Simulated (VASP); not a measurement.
Here is a VASP 6.6.1 calculation.

The input INCAR:

```
SYSTEM = NaCl
ALGO = Normal
EDIFF = 1E-7
ENCUT = 520
GGA = PE
ISIF = 2
ISMEAR = 0
LASPH = .TRUE.
LCHARG = .TRUE.
LELF = .TRUE.
LREAL = .FALSE.
LVHAR = .TRUE.
LWAVE = .FALSE.
NBANDS = 14
NELM = 100
PREC = Accurate
SIGMA = 0.02
```

The input KPOINTS:

```
k-points
0
G
  6 6 6
  0 0 0
```

The input POSCAR:

```
NaCl
1.0
    0.0000000000      3.0439591519      3.0439591519
    3.0439591519      0.0000000000      3.0439591519
    3.0439591519      3.0439591519      0.0000000000
Na Cl
1 1
Direct
    0.0000000000      0.0000000000      0.0000000000
    0.5000000000      0.5000000000      0.5000000000
```

Potentials or basis: VASP PAW PBE potentials, release 64 (Na_pv, Cl).

The run is started by

```console
$ cat potpaw_PBE.64/Na_pv/POTCAR potpaw_PBE.64/Cl/POTCAR > POTCAR
$ mpirun -np 1 vasp_std > vasp.out
```

Problem. What does it give for the pressure?

Solution. -3.0 GPa.

Problem. What does it give for the band gap on the k mesh?

Solution. 4.35 eV.

Caveat: the cell differs from its parent crystal (K replaced by Na, lengths x 0.927, strained); the cell stands under tension.
